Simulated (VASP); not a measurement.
# TiOs2 (Fm-3m) in VASP: further runs

TiOs2 is run at these levels: PBE; tasks: single point, relaxation of cell and atoms.

Everything below comes from runs of VASP 6.6.1. Logs are shortened: lines on timing, memory, paths and dates and some standing lists are left out, and cuts for length are marked.

### Step 1. The cell of the first run

The structure is cubic, space group Fm-3m (No. 225). Conventional cell: a = 5.442 Å, b = 5.442 Å, c = 5.442 Å, α = 90.00°, β = 90.00°, γ = 90.00°. Ti (site symmetry m-3m) has 8 Os at 2.36 Å within 3.1 Å. Os (site symmetry -43m) has 4 Ti at 2.36 Å and 6 Os at 2.72 Å within 3.1 Å.

### Step 2. Single point, PBE

INCAR

```
SYSTEM = TiOs2
  PREC = Accurate
  ENCUT = 520
  EDIFF = 1E-6
  ISMEAR = 0
  SIGMA = 0.1
  LREAL = .FALSE.
  LASPH = .TRUE.
  NELM = 100
  ALGO = Fast
  ISIF = 2
  LWAVE = .FALSE.
  LCHARG = .TRUE.
  GGA = PE
  LELF = .TRUE.
  LVHAR = .TRUE.
  NBANDS = 21
```

KPOINTS

```
regular mesh
0
G
  6 6 6
  0 0 0
```

POSCAR

```
TiOs2
1.0
    0.0000000000      2.7209158815      2.7209158815
    2.7209158815      0.0000000000      2.7209158815
    2.7209158815      2.7209158815      0.0000000000
Ti Os
1 2
Direct
    0.0000000000      0.0000000000      0.0000000000
    0.2500000000      0.2500000000      0.2500000000
    0.7500000000      0.7500000000      0.7500000000
```

Potentials or basis: VASP PAW PBE potentials, release 64 (Ti_sv, Os).

The run is started by

```console
$ cat potpaw_PBE.64/Ti_sv/POTCAR potpaw_PBE.64/Os/POTCAR > POTCAR
$ mpirun -np 1 vasp_std > vasp.out
```

OUTCAR:

```text
SYSTEM = TiOs2
   PREC = Accurate
   ENCUT = 520
   EDIFF = 1E-6
   ISMEAR = 0
   LREAL = .FALSE.
   LASPH = .TRUE.
   NELM = 100
   ISIF = 2
   GGA = PE

 ion  position               nearest neighbor table
   1  0.000  0.000  0.000-   3 2.36   3 2.36   3 2.36   2 2.36   3 2.36   2 2.36   2 2.36   2 2.36

   2  0.250  0.250  0.250-   1 2.36   1 2.36   1 2.36   1 2.36   3 2.72   3 2.72   3 2.72   3 2.72
                             3 2.72   3 2.72
   3  0.750  0.750  0.750-   1 2.36   1 2.36   1 2.36   1 2.36   2 2.72   2 2.72   2 2.72   2 2.72
                             2 2.72   2 2.72

  LATTYP: Found a face centered cubic cell.
 ALAT       =     5.4418317630

  Lattice vectors:

 A1 = (   0.0000000000,   2.7209158815,   2.7209158815)
 A2 = (   2.7209158815,   0.0000000000,   2.7209158815)
 A3 = (   2.7209158815,   2.7209158815,   0.0000000000)

Analysis of symmetry for initial positions (statically):
=====================================================================
 Subroutine PRICEL returns:
 Original cell was already a primitive cell.

 Routine SETGRP: Setting up the symmetry group for a
 face centered cubic supercell.

 Subroutine GETGRP returns: Found 48 space group operations
 (whereof 48 operations were pure point group operations)
 out of a pool of 48 trial point group operations.

The static configuration has the point symmetry O_h .

Analysis of symmetry for dynamics (positions and initial velocities):
=====================================================================
 Subroutine PRICEL returns:
 Original cell was already a primitive cell.

 Routine SETGRP: Setting up the symmetry group for a
 face centered cubic supercell.

 Subroutine GETGRP returns: Found 48 space group operations
 (whereof 48 operations were pure point group operations)
 out of a pool of 48 trial point group operations.

The dynamic configuration has the point symmetry O_h .

 Subroutine INISYM returns: Found 48 space group operations
 (whereof 48 operations are pure point group operations),
 and found     1 'primitive' translations

----------------------------------------------------------------------------------------

                                     Primitive cell

  volume of cell :      40.2880

  direct lattice vectors                    reciprocal lattice vectors
     0.000000000  2.720915881  2.720915881    -0.183761653  0.183761653  0.183761653
     2.720915881  0.000000000  2.720915881     0.183761653 -0.183761653  0.183761653
[... 78 lines left out ...]
   EDIFF  = 0.1E-05   stopping-criterion for ELM
   LREAL  =      F    real-space projection
   EDIFFG = 0.1E-04   stopping-criterion for IOM
   NSW    =      0    number of steps for IOM
   IBRION =     -1    ionic relax: 0-MD 1-quasi-New 2-CG
   NFREE  =      0    steps in history (QN), initial steepest desc. (CG)
   ISIF   =      2    stress and relaxation
   ISYM   =      2    0-nonsym 1-usesym 2-fastsym
   POTIM  = 0.5000    time-step for ionic-motion
   TEBEG  =    0.0;   TEEND  =   0.0 temperature during run
   PSTRESS=    0.0 pullay stress
   NELECT =      28.0000    total number of electrons
   NUPDOWN=      -1.0000    fix difference up-down
   EMIN   =  10.00;   EMAX   =-10.00  energy-range for DOS
   EFERMI =   0.00;   METHOD = LEGACY
   ISMEAR =     0;   SIGMA  =   0.10  broadening in eV -4-tet -1-fermi 0-gaus
   EFERMI_NEDOS =   21; number of points for ismear=-14 and -15
   IALGO  =     68    algorithm
   IMIX   =      4    mixing-type and parameters
     AMIX     =   0.40;   BMIX     =  1.00
     AMIX_MAG =   1.60;   BMIX_MAG =  1.00
  volume/ion in A,a.u.               =      13.43        90.63
  Fermi-wavevector in a.u.,A,eV,Ry     =   1.450115  2.740320 28.610780  2.102833
  Thomas-Fermi vector in A             =   2.567764
   LORBIT       =      0    0 simple, 1 ext, 2 COOP (PROOUT), +10 PAW based schemes
   GGA     = PE    functional components
   LHFCALC =     F    Hartree Fock is set to
   AEXX    =    0.0000 exact exchange contribution
   IVDW    =     0    specifies the selected vdW correction
   LEPSILON=     F    determine dielectric tensor
   LRPA    =     F    only Hartree local field effects (RPA)
 non-spin polarized calculation
 RMM-DIIS sequential band-by-band and
 Gauss-broadening in eV      SIGMA  =   0.10
  energy-cutoff  :      520.00
  volume of cell :       40.29
 maximum number of plane-waves:      1106
 NGX is ok and might be reduce to    30
   NGX = 15   NGY = 15   NGZ = 15

 number of electron      27.9999996 magnetization

 Free energy of the ion-electron system (eV)
  ---------------------------------------------------
  ext. energy  EPLUGINS =         0.00000000
  ---------------------------------------------------
  free energy    TOTEN  =       -26.60489198 eV

  energy without entropy =      -26.59406804  energy(sigma->0) =      -26.59948001

 E-fermi :   9.6485     XC(G=0): -13.5741

 val. band max:        9.6277283049   @ k =  -0.3333   0.5000   0.1667
 cond. band min:       9.6512339204   @ k =  -0.3333   0.3333   0.1667
 fundamental gap:      0.0235056154
 Fermi energy:         9.6485486027

 k-point     1 :       0.0000    0.0000    0.0000
  band No.  band energies     occupation
      1     -45.9742      2.00000
      2     -22.4521      2.00000
      3     -22.4521      2.00000
      4     -22.4521      2.00000
      5       0.8762      2.00000
      6       3.4604      2.00000
[... 373 lines left out ...]
     20      14.4494      0.00000
     21      15.1950      0.00000

------------------------ aborting loop because EDIFF is reached ----------------------------------------

  FORCE on cell =-STRESS in cart. coord.  units (eV):
  Direction    XX          YY          ZZ          XY          YZ          ZX
  --------------------------------------------------------------------------------------
  -------------------------------------------------------------------------------------
  Total       19.9480621     19.9480621     19.9480621      0.0000000      0.0000000      0.0000000
  in kB      793.2972555    793.2972555    793.2972555      0.0000000      0.0000000      0.0000000
  external PRESSURE =     793.2972555 kB  Pullay stress =       0.0000000 kB

 VOLUME and BASIS-vectors are now :
 -----------------------------------------------------------------------------
  energy-cutoff  :      520.00
  volume of cell :       40.29
      direct lattice vectors                 reciprocal lattice vectors
     0.000000000  2.720915881  2.720915881    -0.183761653  0.183761653  0.183761653
     2.720915881  0.000000000  2.720915881     0.183761653 -0.183761653  0.183761653
     2.720915881  2.720915881  0.000000000     0.183761653  0.183761653 -0.183761653

 POSITION                                       TOTAL-FORCE (eV/Angst)
 -----------------------------------------------------------------------------------
      0.00000      0.00000      0.00000        -0.000000      0.000000     -0.000000
      1.36046      1.36046      1.36046        -0.000000     -0.000000     -0.000000
      4.08137      4.08137      4.08137         0.000000      0.000000      0.000000
 -----------------------------------------------------------------------------------
    total drift:                                0.000000     -0.000000     -0.000000

  FREE ENERGIE OF THE ION-ELECTRON SYSTEM (eV)
  ---------------------------------------------------
  free  energy   TOTEN  =       -26.6048919800 eV

  energy  without entropy=      -26.5940680393  energy(sigma->0) =      -26.59948001
```

stdout:

```text
POSCAR found type information on POSCAR TiOs
 POSCAR found :  2 types and       3 ions
 scaLAPACK will be used
 LDA part: xc-table for (Slater+PW92), standard interpolation
 POSCAR, INCAR and KPOINTS ok, starting setup
 FFT: planning ... GRIDC
 FFT: planning ... GRID_SOFT
 FFT: planning ... GRID
 WAVECAR not read
 entering main loop
```

Run time: 28 s. Hardware: 1 thread of Intel Xeon Platinum 8488C (Sapphire Rapids), shared host; peak memory 0.17 GiB.

What came out:

```yaml
Free_energy: -26.6049 eV
Pressure: 79.3 GPa
Band_gap_on_the_k_mesh: zero (band 14 reaches 12.80 eV, above the bottom of band 15 at 8.56 eV)
```

Caveat: spin-orbit coupling is left out, which moves the levels of the heavy elements.

### Step 3. Single point, PBE

This run uses another cell than the first one, of 16.97 Å³/atom, 1.264 times its volume.

INCAR

```
  PREC = Accurate
  ENCUT = 520
  EDIFF = 1E-7
  ISMEAR = 0
  SIGMA = 0.1
  LREAL = F
  LASPH = T
  NELM = 80
  ALGO = Normal
  ISIF = 2
  LWAVE = F
  LCHARG = F
  GGA = PE
  NBANDS = 21
```

KPOINTS

```
Automatic mesh
0
Gamma
  6 6 6
```

POSCAR

```
TiOs2
1.0
    0.0000000000      2.9418639944      2.9418639944
    2.9418639944      0.0000000000      2.9418639944
    2.9418639944      2.9418639944      0.0000000000
Ti Os
1 2
Direct
    0.0000000000      0.0000000000      0.0000000000
    0.2500000000      0.2500000000      0.2500000000
    0.7500000000      0.7500000000      0.7500000000
```

Potentials or basis: VASP PAW PBE potentials, release 64 (Ti_sv, Os).

The run is started by

```console
$ cat potpaw_PBE.64/Ti_sv/POTCAR potpaw_PBE.64/Os/POTCAR > POTCAR
$ mpirun -np 1 vasp_std > vasp.out
```

Run time: 20 s. Hardware: 1 thread of Intel Xeon Platinum 8488C (Sapphire Rapids), shared host; peak memory 0.17 GiB.

It converged, with:

| Item | Value |
| --- | --- |
| Free energy | -28.7347 eV |
| Pressure | -0.1 GPa |
| Band gap on the k mesh | zero (band 14 reaches 9.06 eV, above the bottom of band 15 at 5.87 eV) |

Levels at points of the mesh, in eV from the Fermi level:
| k point | band 10 | band 11 | band 12 | band 13 | band 14 | band 15 | band 16 | band 17 |
| --- | --- | --- | --- | --- | --- | --- | --- | --- |
| (0.00, 0.00, 0.00) | -3.05 | -0.77 | -0.77 | -0.77 | 2.36 | 2.36 | 2.36 | 2.53 |
| (0.50, 0.00, 0.00) | -2.24 | -2.24 | -1.85 | -1.85 | -0.84 | -0.84 | -0.54 | 3.00 |
| (0.50, 0.50, 0.00) | -2.04 | -1.53 | -0.76 | -0.76 | 1.02 | 1.62 | 2.41 | 2.42 |

Caveat: spin-orbit coupling is left out, which moves the levels of the heavy elements.

### Step 4. Relaxation of cell and atoms, PBE

INCAR

```
PREC     = Accurate       # precision mode
ENCUT    = 600            # plane-wave cutoff, eV
EDIFF    = 1E-6           # SCF threshold, eV
ISMEAR   = 0              # smearing method
SIGMA    = 0.1            # smearing width, eV
LREAL    = F              # projectors in reciprocal space
LASPH    = T              # aspherical terms in the spheres
NELM     = 80             # most SCF steps
ALGO     = Normal         # electronic algorithm
ISIF     = 3              # what is computed and relaxed
LWAVE    = F              # write WAVECAR
LCHARG   = F              # write CHGCAR
GGA      = PE             # functional
IBRION   = 2              # ionic algorithm
NSW      = 90             # ionic steps
EDIFFG   = -0.04          # ionic threshold
```

KPOINTS is that of step 3.

POSCAR

```
TiOs2
1.0
    0.0000000000      2.7209158815      2.7209158815
    2.7209158815      0.0000000000      2.7209158815
    2.7209158815      2.7209158815      0.0000000000
Ti Os
1 2
Direct
    0.0000000000      0.0000000000      0.0000000000
    0.2500000000      0.2500000000      0.2500000000
    0.7500000000      0.7500000000      0.7500000000
```

Potentials or basis: VASP PAW PBE potentials, release 64 (Ti_sv, Os).

The run is started by

```console
$ cat potpaw_PBE.64/Ti_sv/POTCAR potpaw_PBE.64/Os/POTCAR > POTCAR
$ mpirun -np 1 vasp_std > vasp.out
```

OUTCAR:

```text
PREC = Accurate
   ENCUT = 600
   EDIFF = 1E-6
   ISMEAR = 0
   LREAL = F
   LASPH = T
   NELM = 80
   ISIF = 3
   GGA = PE
   IBRION = 2
   NSW = 90
   EDIFFG = -0.04

 ion  position               nearest neighbor table
   1  0.000  0.000  0.000-   3 2.36   3 2.36   3 2.36   2 2.36   3 2.36   2 2.36   2 2.36   2 2.36

   2  0.250  0.250  0.250-   1 2.36   1 2.36   1 2.36   1 2.36   3 2.72   3 2.72   3 2.72   3 2.72
                             3 2.72   3 2.72
   3  0.750  0.750  0.750-   1 2.36   1 2.36   1 2.36   1 2.36   2 2.72   2 2.72   2 2.72   2 2.72
                             2 2.72   2 2.72

  LATTYP: Found a face centered cubic cell.
 ALAT       =     5.4418317630

  Lattice vectors:

 A1 = (   0.0000000000,   2.7209158815,   2.7209158815)
 A2 = (   2.7209158815,   0.0000000000,   2.7209158815)
 A3 = (   2.7209158815,   2.7209158815,   0.0000000000)

Analysis of symmetry for initial positions (statically):
=====================================================================
 Subroutine PRICEL returns:
 Original cell was already a primitive cell.

 Routine SETGRP: Setting up the symmetry group for a
 face centered cubic supercell.

 Subroutine GETGRP returns: Found 48 space group operations
 (whereof 48 operations were pure point group operations)
 out of a pool of 48 trial point group operations.

The static configuration has the point symmetry O_h .

Analysis of symmetry for dynamics (positions and initial velocities):
=====================================================================
 Subroutine PRICEL returns:
 Original cell was already a primitive cell.

 Routine SETGRP: Setting up the symmetry group for a
 face centered cubic supercell.

 Subroutine GETGRP returns: Found 48 space group operations
 (whereof 48 operations were pure point group operations)
 out of a pool of 48 trial point group operations.

The dynamic configuration has the point symmetry O_h .

 Subroutine INISYM returns: Found 48 space group operations
 (whereof 48 operations are pure point group operations),
[... 113 lines left out ...]
   LORBIT       =      0    0 simple, 1 ext, 2 COOP (PROOUT), +10 PAW based schemes
   GGA     = PE    functional components
   LHFCALC =     F    Hartree Fock is set to
   AEXX    =    0.0000 exact exchange contribution
   IVDW    =     0    specifies the selected vdW correction
   LEPSILON=     F    determine dielectric tensor
   LRPA    =     F    only Hartree local field effects (RPA)
 conjugate gradient relaxation of ions
 non-spin polarized calculation
 Gauss-broadening in eV      SIGMA  =   0.10
  energy-cutoff  :      600.00
  volume of cell :       40.29
 maximum number of plane-waves:      1363
   NGX = 15   NGY = 15   NGZ = 15

--------------------------------------- Ionic step        1  -------------------------------------------

 number of electron      28.0000004 magnetization

 Free energy of the ion-electron system (eV)
  ---------------------------------------------------
  ext. energy  EPLUGINS =         0.00000000
  ---------------------------------------------------
  free energy    TOTEN  =       -26.60414953 eV

  energy without entropy =      -26.59332833  energy(sigma->0) =      -26.59873893

------------------------ aborting loop because EDIFF is reached ----------------------------------------

  FORCE on cell =-STRESS in cart. coord.  units (eV):
  Direction    XX          YY          ZZ          XY          YZ          ZX
  --------------------------------------------------------------------------------------
  -------------------------------------------------------------------------------------
  Total       19.9550305     19.9550305     19.9550305     -0.0000000     -0.0000000      0.0000000
  in kB      793.5743739    793.5743739    793.5743739     -0.0000000     -0.0000000      0.0000000
  external PRESSURE =     793.5743739 kB  Pullay stress =       0.0000000 kB
[... 24 lines left out ...]
--------------------------------------- Ionic step        2  -------------------------------------------

 number of electron      28.0000008 magnetization

 E-fermi :   1.5614     XC(G=0):  -9.3331

 val. band max:        1.5236095261   @ k =  -0.3333   0.3333   0.0000
 cond. band min:       1.5677406660   @ k =   0.3333   0.0000   0.0000
 fundamental gap:      0.0441311398
 Fermi energy:         1.5613712846

 k-point     1 :       0.0000    0.0000    0.0000
  band No.  band energies     occupation
      1     -55.9629      2.00000
      2     -32.1487      2.00000
      3     -32.1487      2.00000
      4     -32.1487      2.00000
      5      -3.2135      2.00000
      6      -0.2062      2.00000
[... 435 lines left out ...]
--------------------------------------- Ionic step        5  -------------------------------------------

 number of electron      27.9999997 magnetization

 Free energy of the ion-electron system (eV)
  ---------------------------------------------------
  ext. energy  EPLUGINS =         0.00000000
  ---------------------------------------------------
  free energy    TOTEN  =       -28.72956775 eV

  energy without entropy =      -28.71185935  energy(sigma->0) =      -28.72071355

 E-fermi :   6.7172     XC(G=0): -12.2863

 val. band max:        6.6457825142   @ k =   0.3333   0.0000   0.0000
 cond. band min:       6.7534850791   @ k =  -0.3333   0.5000   0.1667
 fundamental gap:      0.1077025649
 Fermi energy:         6.7171731697

 k-point     1 :       0.0000    0.0000    0.0000
  band No.  band energies     occupation
      1     -49.3246      2.00000
      2     -25.6431      2.00000
      3     -25.6431      2.00000
      4     -25.6431      2.00000
      5      -0.8322      2.00000
      6       2.3072      2.00000
[... 355 lines left out ...]
  FREE ENERGIE OF THE ION-ELECTRON SYSTEM (eV)
  ---------------------------------------------------
  free  energy   TOTEN  =       -28.7295677462 eV

  energy  without entropy=      -28.7118593511  energy(sigma->0) =      -28.72071355

 reached required accuracy - stopping structural energy minimisation
```

OSZICAR:

```text
N       E                     dE             d eps       ncg     rms          rms(c)
DAV:   1     0.303751239365E+03    0.30375E+03   -0.15147E+04   576   0.192E+03
DAV:   2     0.700319692875E+01   -0.29675E+03   -0.28996E+03   578   0.544E+02
DAV:   3    -0.262262298016E+02   -0.33229E+02   -0.31756E+02   954   0.147E+02
[... 86 lines left out ...]
DAV:   7    -0.287295540133E+02   -0.43751E-03   -0.14593E-03   718   0.286E-01    0.589E-02
DAV:   8    -0.287295564888E+02   -0.24755E-05   -0.33811E-04   714   0.141E-01    0.204E-02
DAV:   9    -0.287295666125E+02   -0.10124E-04   -0.20175E-05   670   0.311E-02    0.119E-02
DAV:  10    -0.287295678758E+02   -0.12632E-05   -0.72448E-06   658   0.161E-02    0.683E-03
DAV:  11    -0.287295677462E+02    0.12958E-06   -0.45160E-07   316   0.666E-03
   5 F= -.28729568E+02 E0= -.28720714E+02  d E =-.212542E+01
```

CONTCAR:

```text
TiOs2
   1.00000000000000
    -0.0000000000000000    2.9407737111951500    2.9407737111951495
     2.9407737111951495   -0.0000000000000000    2.9407737111951495
     2.9407737111951495    2.9407737111951500    0.0000000000000000
  Ti              Os
     1     2
Direct
     0.0000000000000000    0.0000000000000000    0.0000000000000000
     0.2500000000000000    0.2500000000000000    0.2500000000000000
     0.7500000000000000    0.7500000000000000    0.7500000000000000

  0.00000000E+00  0.00000000E+00  0.00000000E+00
  0.00000000E+00  0.00000000E+00  0.00000000E+00
  0.00000000E+00  0.00000000E+00  0.00000000E+00
```

Wall time 1.7 min (1 thread of Intel Xeon Platinum 8488C (Sapphire Rapids), shared host); peak memory 0.2 GiB.

Results:

- Free energy: -28.7296 eV
- Relaxed volume: 16.95 Å³/atom
- Relaxed cell: a = 4.159 Å, b = 4.159 Å, c = 4.159 Å, α = 60.00°, β = 60.00°, γ = 60.00°
- Space group after relaxing (to 0.05 Å): Fm-3m (No. 225)
- Energy gained by relaxing: 708.5 meV/atom
- Ionic steps: 5
- Pressure after relaxing: 0.1 GPa
- Band gap on the k mesh: zero (band 14 reaches 9.08 eV, above the bottom of band 15 at 5.88 eV)

Step by step:
| step | energy change (eV) | largest force (eV/Å) | pressure (GPa) | volume (Å³) |
| --- | --- | --- | --- | --- |
| 1 | 0.0000 | 0.0000 | 79.36 | 40.29 |
| 2 | 4.9712 | 0.0000 | -30.50 | 92.85 |
| 3 | -2.0349 | 0.0000 | -9.72 | 53.73 |
| 4 | -2.1178 | 0.0000 | -3.03 | 51.68 |
| 5 | -2.1254 | 0.0000 | 0.10 | 50.86 |

Final structure:
```xyz
3
Lattice="0.0000 2.9408 2.9408 2.9408 0.0000 2.9408 2.9408 2.9408 0.0000" Properties=species:S:1:pos:R:3 pbc="T T T"
Ti    0.0000    0.0000    0.0000
Os    1.4704    1.4704    1.4704
Os    4.4112    4.4112    4.4112
```

Caveat: the volume moved by over 15 % at a fixed basis, so the end points are rough; spin-orbit coupling is left out, which moves the levels of the heavy elements.

(Part 1 of 2 ends here.)
